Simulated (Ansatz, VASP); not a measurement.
# ZnS: VASP beside Ansatz

Contents of INCAR:

```
PREC = Accurate ; ENCUT = 520
EDIFF = 1E-6 ; ISMEAR = 0
SIGMA = 0.01 ; LREAL = False
LASPH = True ; NELM = 80
ALGO = Normal ; ISIF = 2
LWAVE = False ; LCHARG = False
GGA = PS ; NBANDS = 16
```

The input KPOINTS:

```
Automatic mesh
0
Gamma
  6 6 6
```

The input POSCAR:

```
ZnS
1.0
    0.0000000000      2.6940955531      2.6940955531
    2.6940955531      0.0000000000      2.6940955531
    2.6940955531      2.6940955531      0.0000000000
Zn S
1 1
Direct
    0.2500000000      0.2500000000      0.2500000000
    0.0000000000      0.0000000000      0.0000000000
```

Input for Ansatz:

```yaml
crystal:
  lattice:
    - [0.0, 2.6940955531, 2.6940955531]
    - [2.6940955531, 0.0, 2.6940955531]
    - [2.6940955531, 2.6940955531, 0.0]
  atoms:
    - { symbol: Zn, position: [0.25, 0.25, 0.25] }
    - { symbol: S, position: [0.0, 0.0, 0.0] }
kpoints:
  mp_grid: { grid: [6, 6, 6] }
hamiltonian:
  xc: pbesol
scf:
  occupations: { method: fixed }
  n_extra_bands: 4
output:
  forces: true
  stress: true
  eigenvalues: true
```

Alike in both runs: task single point; functional PBEsol; k mesh 6 × 6 × 6; no spin polarisation.

|  | VASP | Ansatz |
| --- | --- | --- |
| version | VASP 6.6.1 | Ansatz 0.2.0 |
| potentials or method | VASP PAW PBE potentials, release 64 (Zn, S) | plane waves, PAW |
| plane-wave cutoff (eV) | 520 | 420 |
| occupations | gaussian, width 0.01 eV | fixed |
| valence electrons in the cell | 18 | 18 |

|  | VASP | Ansatz | Ansatz less VASP |
| --- | --- | --- | --- |
| gap on the k mesh at the Fermi level (eV) | 2.01 | 2.01 | -0.006 |
| pressure (GPa) | -1.1 | -1.3 | -0.19 |

VASP's potentials were made for PBE, not for PBEsol.
